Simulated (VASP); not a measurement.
# Al2O3 (Pnnm) in VASP: further runs, part 2 of 2

VASP 6.6.1.

### Step 4. Single point, revPBE+D3(BJ)

This run uses another cell than the first one, of 12.67 Å³/atom.

File INCAR:

```
SYSTEM = Al2O3
PREC = Accurate
ENCUT = 520
EDIFF = 1E-6
ISMEAR = -1
SIGMA = 0.05
LREAL = .False.
LASPH = .True.
NELM = 60
ALGO = Normal
ISIF = 2
LWAVE = .False.
LCHARG = .True.
GGA = RE
IVDW = 12
LELF = .True.
LVHAR = .True.
NBANDS = 35
```

File KPOINTS:

```
regular mesh
0
Gamma
  6 3 9
  0 0 0
```

File POSCAR:

```
Al2O3
1.0
    4.4262518305      0.0000000000      0.0000000000
    0.0000000000      9.4817858863      0.0000000000
    0.0000000000      0.0000000000      3.0178103372
Al O
4 6
Direct
    1.1539989751      0.8376632543      0.0000000000
   -0.1539989751      0.1623367457      0.0000000000
    0.6539989751      0.6623367457      0.5000000000
    0.3460010249      0.3376632543      0.5000000000
    0.5000000000      0.5000000000      0.5000000000
    0.3587717273      0.7962771051      0.5000000000
    0.1412282727      0.2962771051      0.0000000000
    0.8587717273      0.7037228949      0.0000000000
    0.0000000000      0.0000000000      0.0000000000
    0.6412282727      0.2037228949      0.5000000000
```

Potentials or basis: VASP PAW PBE potentials, release 64 (Al, O).

Started as:

```console
$ cat potpaw_PBE.64/Al/POTCAR potpaw_PBE.64/O/POTCAR > POTCAR
$ mpirun -np 1 vasp_std > vasp.out
```

OUTCAR:

```text
SYSTEM = Al2O3
   PREC = Accurate
   ENCUT = 520
   EDIFF = 1E-6
   ISMEAR = -1
   LREAL = .False.
   LASPH = .True.
   NELM = 60
   ISIF = 2
   GGA = RE
   IVDW = 12
 IVDW          = 12

 ion  position               nearest neighbor table
   1  0.154  0.838  0.000-   9 1.68   6 1.80   6 1.80   8 1.82   3 3.15   3 3.15   3 3.15   3 3.15

   2  0.846  0.162  0.000-   9 1.68  10 1.80  10 1.80   7 1.82   4 3.15   4 3.15   4 3.15   4 3.15

   3  0.654  0.662  0.500-   5 1.68   8 1.80   8 1.80   6 1.82   1 3.15   1 3.15   1 3.15   1 3.15

   4  0.346  0.338  0.500-   5 1.68   7 1.80   7 1.80  10 1.82   2 3.15   2 3.15   2 3.15   2 3.15

   5  0.500  0.500  0.500-   3 1.68   4 1.68
   6  0.359  0.796  0.500-   1 1.80   1 1.80   3 1.82
   7  0.141  0.296  0.000-   4 1.80   4 1.80   2 1.82
   8  0.859  0.704  0.000-   3 1.80   3 1.80   1 1.82
   9  0.000  0.000  0.000-   1 1.68   2 1.68
  10  0.641  0.204  0.500-   2 1.80   2 1.80   4 1.82

  LATTYP: Found a simple orthorhombic cell.
 ALAT       =     3.0178103372
 B/A-ratio  =     1.4667097451
[... 209 lines left out ...]
      1     -16.3416      2.00000
      2     -16.2521      2.00000
      3     -15.1206      2.00000
      4     -15.0919      2.00000
      5     -13.8173      2.00000
      6     -13.6822      2.00000
[... 901 lines left out ...]
     34      13.9593      0.00000
     35      14.3324      0.00000

 [... further k-points ...]

------------------------ aborting loop because EDIFF is reached ----------------------------------------

 Edisp (eV)   -3.05260

 E8    (eV) :    -1.9842

  FORCE on cell =-STRESS in cart. coord.  units (eV):
  Direction    XX          YY          ZZ          XY          YZ          ZX
  --------------------------------------------------------------------------------------
  -------------------------------------------------------------------------------------
  Total      -0.28271    -0.21971    -0.35946    -0.00000     0.00000     0.00000
  in kB      -3.57633    -2.77936    -4.54724    -0.00000     0.00000     0.00000
  external pressure =       -3.63 kB  Pullay stress =        0.00 kB

 VOLUME and BASIS-vectors are now :
 -----------------------------------------------------------------------------
  energy-cutoff  :      520.00
  volume of cell :      126.65
      direct lattice vectors                 reciprocal lattice vectors
     4.426251831  0.000000000  0.000000000     0.225924787  0.000000000  0.000000000
     0.000000000  9.481785886  0.000000000     0.000000000  0.105465364  0.000000000
     0.000000000  0.000000000  3.017810337     0.000000000  0.000000000  0.331366086

 POSITION                                       TOTAL-FORCE (eV/Angst)
 -----------------------------------------------------------------------------------
      0.68164      7.94254      0.00000         0.005249     -0.010493      0.000000
      3.74461      1.53924      0.00000        -0.005249      0.010493      0.000000
      2.89476      6.28014      1.50891         0.005249      0.010493      0.000000
      1.53149      3.20165      1.50891        -0.005249     -0.010493      0.000000
      2.21313      4.74089      1.50891        -0.000000      0.000000      0.000000
      1.58801      7.55013      1.50891        -0.008079     -0.010811     -0.000000
      0.62511      2.80924      0.00000         0.008079     -0.010811     -0.000000
      3.80114      6.67255      0.00000        -0.008079      0.010811     -0.000000
      0.00000      0.00000      0.00000        -0.000000      0.000000      0.000000
      2.83824      1.93166      1.50891         0.008079      0.010811      0.000000
 -----------------------------------------------------------------------------------
    total drift:                                0.000000      0.000000     -0.000000

  FREE ENERGIE OF THE ION-ELECTRON SYSTEM (eV)
  ---------------------------------------------------
  free  energy   TOTEN  =       -74.0723940381 eV

  energy  without entropy=      -74.0723940380  energy(sigma->0) =      -74.07239404
```

Run time: 2 min. Hardware: 1 thread of Intel Xeon Platinum 8559C (Emerald Rapids), shared host; peak memory 0.3 GiB.

Results:

```
Free energy                : -74.0724 eV
Pressure                   : -0.4 GPa
Largest force              : 0.013 eV/Å
Band gap on the k mesh     : 3.63 eV
Dispersion energy per atom : -0.305 eV
```

Forces on the atoms (eV/Å):
```
Al   0.005 -0.010  0.000
Al  -0.005  0.010  0.000
Al   0.005  0.010  0.000
Al  -0.005 -0.010  0.000
O    0.000  0.000  0.000
O   -0.008 -0.011  0.000
O    0.008 -0.011  0.000
O   -0.008  0.011  0.000
O    0.000  0.000  0.000
O    0.008  0.011  0.000
```

Caveat: the PAW data sets were made with another functional, which shifts forces and pressure a little. A k mesh can miss the band edges.

### Step 5. Overview

```csv
level,cell,k mesh,gap on the mesh (eV),pressure (GPa),largest force (eV/Å)
RPBE+D3(BJ),"a = 4.621, b = 9.388, c = 2.999 Å, 10 atoms, atomic positions A",6 × 3 × 9,3.79,-0.4,0.03
PBEsol+D3(BJ),"a = 4.504, b = 9.538, c = 2.993 Å, 10 atoms, atomic positions B",5 × 3 × 7,3.46,0.3,0.05
revPBE+D3(BJ),"a = 4.426, b = 9.482, c = 3.018 Å, 10 atoms, atomic positions C",6 × 3 × 9,3.63,-0.4,0.01
```

Alike in all rows: task single point; potentials or basis VASP PAW PBE potentials, release 64 (Al, O); no spin polarisation; cutoff (eV) 520; smearing fermi-dirac 0.05 eV.

Caveats: the PAW data sets were made with another functional, which shifts forces and pressure a little.

Total energies depend on the potentials used, so only differences within one code and one set of settings carry meaning.
